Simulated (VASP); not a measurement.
# Sn3Mo2 (Pm-3m) in VASP: single point with PBE

Aim: the single point of Sn3Mo2 with PBE.

Everything below comes from runs of VASP 6.6.1. Logs are shortened: lines on timing, memory, paths and dates and some standing lists are left out, and cuts for length are marked.

### 1 The cell of the first run

Symmetry: Pm-3m, No. 221, cubic system. Conventional cell: a = 5.246 Å, b = 5.246 Å, c = 5.246 Å, α = 90.00°, β = 90.00°, γ = 90.00°. Sn (site symmetry 4/mmm) has 2 Mo at 2.62 Å within 3.5 Å. Mo (site symmetry m-3m) has 12 Sn at 3.71 Å and 8 Mo at 4.54 Å within 4.9 Å. Within 3.5 Å of Mo (site symmetry m-3m) lie 6 Sn at 2.62 Å.

The cell was generated, and may not be a known phase.

### 2 Single point, PBE, collinear spin

INCAR reads:

```
PREC = Accurate
ENCUT = 520
EDIFF = 1E-7
ISMEAR = 0
SIGMA = 0.1
LREAL = F
LASPH = T
NELM = 150
ALGO = Fast
ISIF = 2
LWAVE = F
LCHARG = T
ISPIN = 2
MAGMOM = 0 0 0 4.73 0.6
LORBIT = 11
LMAXMIX = 4
GGA = PE
LELF = T
LVHAR = T
NBANDS = 47
```

KPOINTS reads:

```
regular mesh
0
Gamma
  8 8 8
```

POSCAR reads:

```
Sn3Mo2
1.0
    5.2462384889      0.0000000000      0.0000000000
    0.0000000000      5.2462384889      0.0000000000
    0.0000000000      0.0000000000      5.2462384889
Sn Mo
3 2
Direct
    0.0000000000      0.5000000000      0.5000000000
    0.5000000000      0.0000000000      0.5000000000
    0.5000000000      0.5000000000      0.0000000000
    0.0000000000      0.0000000000      0.0000000000
    0.5000000000      0.5000000000      0.5000000000
```

Potentials or basis: VASP PAW PBE potentials, release 64 (Sn_d, Mo_sv).

Launch:

```
$ cat potpaw_PBE.64/Sn_d/POTCAR potpaw_PBE.64/Mo_sv/POTCAR > POTCAR
$ mpirun -np 1 vasp_std > vasp.out
```

OUTCAR:

```text
PREC = Accurate
   ENCUT = 520
   EDIFF = 1E-7
   ISMEAR = 0
   LREAL = F
   LASPH = T
   NELM = 150
   ISIF = 2
   ISPIN = 2
   LORBIT = 11
   GGA = PE

 ion  position               nearest neighbor table
   1  0.000  0.500  0.500-   5 2.62   5 2.62   2 3.71   3 3.71   2 3.71   2 3.71   3 3.71   3 3.71
                             3 3.71   2 3.71
   2  0.500  0.000  0.500-   5 2.62   5 2.62   1 3.71   3 3.71   1 3.71   3 3.71   3 3.71   3 3.71
                             1 3.71   1 3.71
   3  0.500  0.500  0.000-   5 2.62   5 2.62   1 3.71   1 3.71   2 3.71   2 3.71   2 3.71   2 3.71
                             1 3.71   1 3.71
   4  0.000  0.000  0.000-
   5  0.500  0.500  0.500-   1 2.62   2 2.62   3 2.62   3 2.62   2 2.62   1 2.62

  LATTYP: Found a simple cubic cell.
 ALAT       =     5.2462384889

  Lattice vectors:

 A1 = (   5.2462384889,   0.0000000000,   0.0000000000)
 A2 = (   0.0000000000,   5.2462384889,   0.0000000000)
 A3 = (   0.0000000000,   0.0000000000,   5.2462384889)

Analysis of symmetry for initial positions (statically):
=====================================================================
 Subroutine PRICEL returns:
 Original cell was already a primitive cell.

 Routine SETGRP: Setting up the symmetry group for a
 simple cubic supercell.

 Subroutine GETGRP returns: Found 48 space group operations
 (whereof 48 operations were pure point group operations)
 out of a pool of 48 trial point group operations.

The static configuration has the point symmetry O_h .

Analysis of symmetry for dynamics (positions and initial velocities):
=====================================================================
 Subroutine PRICEL returns:
 Original cell was already a primitive cell.

 Routine SETGRP: Setting up the symmetry group for a
 simple cubic supercell.

 Subroutine GETGRP returns: Found 48 space group operations
 (whereof 48 operations were pure point group operations)
 out of a pool of 48 trial point group operations.

The dynamic configuration has the point symmetry O_h .

Analysis of structural, dynamic, and magnetic symmetry:
=====================================================================
 Subroutine PRICEL returns:
 Original cell was already a primitive cell.

 Routine SETGRP: Setting up the symmetry group for a
 simple cubic supercell.

 Subroutine GETGRP returns: Found 48 space group operations
 (whereof 48 operations were pure point group operations)
 out of a pool of 48 trial point group operations.

The overall configuration has the point symmetry O_h .

 Subroutine INISYM returns: Found 48 space group operations
[... 131 lines left out ...]
   IVDW    =     0    specifies the selected vdW correction
   LEPSILON=     F    determine dielectric tensor
   LRPA    =     F    only Hartree local field effects (RPA)
 spin polarized calculation
 RMM-DIIS sequential band-by-band and
 Gauss-broadening in eV      SIGMA  =   0.10
  energy-cutoff  :      520.00
  volume of cell :      144.39
 maximum number of plane-waves:      3916
 NGX is ok and might be reduce to    40
   NGX = 19   NGY = 19   NGZ = 19

 number of electron      69.9999976 magnetization       5.5601465

 Free energy of the ion-electron system (eV)
  ---------------------------------------------------
  ext. energy  EPLUGINS =         0.00000000
  ---------------------------------------------------
  free energy    TOTEN  =       -27.78237749 eV

  energy without entropy =      -27.76640661  energy(sigma->0) =      -27.77439205

 E-fermi :   6.3885     XC(G=0):  -9.8305

 val. band max:        6.3744202687   @ k =   0.2500   0.2500   0.0000
 cond. band min:       6.3886524939   @ k =   0.1250   0.0000   0.0000
 fundamental gap:      0.0142322252
 Fermi energy:         6.3885399295

 spin component 1

 k-point     1 :       0.0000    0.0000    0.0000
  band No.  band energies     occupation
      1     -55.2094      1.00000
      2     -54.0838      1.00000
      3     -29.4399      1.00000
      4     -29.4399      1.00000
      5     -29.4399      1.00000
      6     -28.2906      1.00000
[... 1189 lines left out ...]
     46      11.4010      0.00000
     47      12.1990      0.00000

 [... further k-points ...]

 spin component 2

 k-point     1 :       0.0000    0.0000    0.0000
  band No.  band energies     occupation
      1     -53.6886      1.00000
      2     -52.7952      1.00000
      3     -27.8544      1.00000
      4     -27.8544      1.00000
      5     -27.8544      1.00000
      6     -26.7531      1.00000
[... 1189 lines left out ...]
     46      12.5618      0.00000
     47      12.6799      0.00000

 [... further k-points ...]
[... 5 lines left out ...]
  --------------------------------------------------------------------------------------
  -------------------------------------------------------------------------------------
  Total        0.0196144      0.0196144      0.0196144      0.0000000      0.0000000     -0.0000000
  in kB        0.2176417      0.2176417      0.2176417      0.0000000      0.0000000     -0.0000000
  external PRESSURE =       0.2176417 kB  Pullay stress =       0.0000000 kB

 VOLUME and BASIS-vectors are now :
 -----------------------------------------------------------------------------
  energy-cutoff  :      520.00
  volume of cell :      144.39
      direct lattice vectors                 reciprocal lattice vectors
     5.246238489  0.000000000  0.000000000     0.190612760  0.000000000  0.000000000
     0.000000000  5.246238489  0.000000000     0.000000000  0.190612760  0.000000000
     0.000000000  0.000000000  5.246238489     0.000000000  0.000000000  0.190612760

 POSITION                                       TOTAL-FORCE (eV/Angst)
 -----------------------------------------------------------------------------------
      0.00000      2.62312      2.62312         0.000000      0.000000      0.000000
      2.62312      0.00000      2.62312         0.000000      0.000000      0.000000
      2.62312      2.62312      0.00000         0.000000      0.000000      0.000000
      0.00000      0.00000      0.00000         0.000000      0.000000      0.000000
      2.62312      2.62312      2.62312         0.000000      0.000000      0.000000
 -----------------------------------------------------------------------------------
    total drift:                               -0.000000      0.000000     -0.000000

  FREE ENERGIE OF THE ION-ELECTRON SYSTEM (eV)
  ---------------------------------------------------
  free  energy   TOTEN  =       -27.7823774885 eV

  energy  without entropy=      -27.7664066129  energy(sigma->0) =      -27.77439205

 total charge

# of ion       s       p       d       tot
------------------------------------------
    1        1.231   1.037   9.991  12.258
    2        1.231   1.037   9.991  12.258
    3        1.231   1.037   9.991  12.258
    4        2.221   5.976   3.901  12.099
    5        2.310   6.169   4.143  12.622
--------------------------------------------------
tot          8.224  15.256  38.016  61.496

 magnetization (x)

# of ion       s       p       d       tot
------------------------------------------
    1        0.018  -0.016   0.009   0.011
    2        0.018  -0.016   0.009   0.011
    3        0.018  -0.016   0.009   0.011
    4        0.158   0.022   3.627   3.807
    5        0.018   0.014   0.605   0.637
--------------------------------------------------
tot          0.229  -0.010   4.259   4.478
```

OSZICAR:

```text
N       E                     dE             d eps       ncg     rms          rms(c)
DAV:   1     0.924811415144E+03    0.92481E+03   -0.33820E+04  7352   0.204E+03
DAV:   2     0.944306472084E+02   -0.83038E+03   -0.80562E+03  6612   0.650E+02
DAV:   3    -0.218117685889E+02   -0.11624E+03   -0.11199E+03  7544   0.201E+02
[... 10 lines left out ...]
RMM:  14    -0.277823727275E+02   -0.22578E-04   -0.50376E-04  9952   0.949E-02    0.334E-02
RMM:  15    -0.277823778415E+02   -0.51140E-05   -0.79825E-05 10207   0.389E-02    0.147E-02
RMM:  16    -0.277823778979E+02   -0.56365E-07   -0.18243E-05  9184   0.174E-02    0.780E-03
RMM:  17    -0.277823774581E+02    0.43974E-06   -0.45631E-06  7773   0.987E-03    0.266E-03
RMM:  18    -0.277823775473E+02   -0.89180E-07   -0.11951E-06  7751   0.459E-03    0.242E-03
RMM:  19    -0.277823774885E+02    0.58788E-07   -0.23242E-07  6003   0.268E-03
   1 F= -.27782377E+02 E0= -.27774392E+02  d E =-.159709E-01  mag=     5.5602
```

stdout:

```text
POSCAR found type information on POSCAR SnMo
 POSCAR found :  2 types and       5 ions
 scaLAPACK will be used
 LDA part: xc-table for (Slater+PW92), standard interpolation
 POSCAR, INCAR and KPOINTS ok, starting setup
 FFT: planning ... GRIDC
 FFT: planning ... GRID_SOFT
 FFT: planning ... GRID
 WAVECAR not read
 entering main loop
WARNING in EDDRMM: call to ZHEGV failed, returncode =   8  4     45
 num prob  num prob WARNING in EDDRMM: call to ZHEGV failed, returncode =   6  3     46
 num prob WARNING in EDDRMM: call to ZHEGV failed, returncode =   8  4     45
 num prob  num prob RMM:  19    -0.277823774885E+02    0.58788E-07   -0.23242E-07  6003   0.268E-03
```

Wall time 3.8 min (1 thread of Intel Xeon 6975P-C (Granite Rapids), shared host); peak memory 0.5 GiB.

What came out:

* Free energy: -27.7824 eV
* Pressure: 0.0 GPa
* Net moment: 5.56 μB per cell
* Site moments: Sn +0.01; Mo +3.81, +0.64 μB
* Valence electrons inside the program's atomic spheres: Sn 12.26; Mo 12.10, 12.62

Caveat: spin-orbit coupling is left out, which moves the levels of the heavy elements.
